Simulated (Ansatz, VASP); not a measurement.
**SiGe2: VASP beside Ansatz**

INCAR

```
SYSTEM = SiGe2
  PREC = Accurate
  ENCUT = 520
  EDIFF = 1E-7
  ISMEAR = 0
  SIGMA = 0.1
  LREAL = .FALSE.
  LASPH = .TRUE.
  NELM = 100
  ALGO = Normal
  ISIF = 2
  LWAVE = .FALSE.
  LCHARG = .FALSE.
  GGA = PE
  NBANDS = 23
```

Contents of KPOINTS:

```
regular mesh
0
G
  6 6 2
  0 0 0
```

File POSCAR:

```
SiGe2
1.0
    2.8036114800      0.0000000000      0.0000000000
   -1.4018057400      2.4279987700      0.0000000000
    0.0000000000      0.0000000000      7.8982624800
Si Ge
1 2
Direct
    0.0000000000      0.0000000000      0.5000000000
    0.0000000000      0.0000000000      0.8333333300
    0.0000000000      0.0000000000      0.1666666700
```

Input for Ansatz:

```yaml
crystal:
  lattice:
    - [2.80361148, 0.0, 0.0]
    - [-1.40180574, 2.42799877, 0.0]
    - [0.0, 0.0, 7.89826248]
  atoms:
    - { symbol: Si, position: [0.0, 0.0, 0.5] }
    - { symbol: Ge, position: [0.0, 0.0, 0.83333333] }
    - { symbol: Ge, position: [0.0, 0.0, 0.16666667] }
basis:
  ecutwfc: 420
kpoints:
  mp_grid: { grid: [6, 6, 2] }
hamiltonian:
  xc: pbe
scf:
  occupations: { method: gaussian, width: 0.1 }
  lower_state_search: "off"
output:
  forces: true
  stress: true
  eigenvalues: true
```

Alike in both runs: task single point; functional PBE; k mesh 6 × 6 × 2; occupations gaussian, width 0.1 eV; no spin polarisation.

```csv
,VASP,Ansatz
version,VASP 6.6.1,Ansatz 0.2.0
potentials or method,"VASP PAW PBE potentials, release 64 (Si, Ge_d), cutoff 520 eV","scalar-relativistic, plane waves, PAW"
valence electrons in the cell,32,32
```

Ansatz gave:

- gap on the k mesh at the Fermi level (eV): none
- pressure (GPa): -0.1
- traceless stress, the component that is largest in VASP (GPa): 4.45
- rms of the force components (eV/Å): 0.220

Task: Estimate VASP's values.

Result: gap on the k mesh at the Fermi level (eV): none; pressure (GPa): -0.2; traceless stress, the component that is largest in VASP (GPa): 4.43; rms of the force components (eV/Å): 0.222.

Atom by atom the forces differ by 0.002 eV/Å (rms over components). A gap of «none» marks a metal or a gap that the smearing closes.

The k mesh is coarse, so the values compare programs but aren't converged.
